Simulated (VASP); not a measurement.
Wanted: the native input for a VASP 6.6.1 run.

```yaml
Task: single point
Functional: PBE
Potentials_or_basis: VASP PAW PBE potentials, release 64 (Sn_d, Te, O)
Cutoff: 520 eV
k_mesh: 6 × 6 × 4
Occupations: gaussian, width 0.1 eV
Spin: no spin polarisation
Dipole_correction: no
Further_INCAR_settings: ALGO = Normal; EDIFF = 1e-07; NBANDS = 31
```

The structure of Sn2TeO2 lies in POSCAR:

```
Sn2TeO2
1.0
    4.4957687500      0.0000000000      0.0000000000
   -2.2478843700      3.8934499400      0.0000000000
    0.0000000000      0.0000000000      7.4379004400
Sn Te O
2 1 2
Direct
    0.0000000000      0.0000000000      0.3055070400
    0.0000000000      0.0000000000      0.6944929600
    0.0000000000      0.0000000000      0.0000000000
    0.3333333300      0.6666666700      0.0000000000
    0.6666666700      0.3333333300      0.0000000000
```

The cell was generated, and may not be a known phase.

These files were run (other wordings do the same):

INCAR

```
ALGO = Normal
EDIFF = 1E-7
ENCUT = 520
GGA = PE
ISIF = 2
ISMEAR = 0
LASPH = T
LCHARG = F
LREAL = F
LWAVE = F
NBANDS = 31
NELM = 100
PREC = Accurate
SIGMA = 0.1
```

KPOINTS

```
k-points
0
Gamma
  6 6 4
```

Potentials or basis: VASP PAW PBE potentials, release 64 (Sn_d, Te, O).

Launch:

```sh
$ cat potpaw_PBE.64/Sn_d/POTCAR potpaw_PBE.64/Te/POTCAR potpaw_PBE.64/O/POTCAR > POTCAR
$ mpirun -np 1 vasp_std > vasp.out
```

It gave:

* Pressure: 11.0 GPa
* Largest force: 8.498 eV/Å
* Band gap on the k mesh: zero (bands 23 and 24 overlap by 1.29 eV)

Caveat: the stress differs along the axes, from -12 to 57 GPa; spin-orbit coupling is left out, which moves the levels of the heavy elements; forces of over 1 eV/Å act on the atoms, so gaps and moduli don't describe the material at rest.

It took 50 s on 1 thread of Intel(R) Xeon(R) 6975P-C (Granite Rapids), on a shared host, peak memory 0.29 GiB.
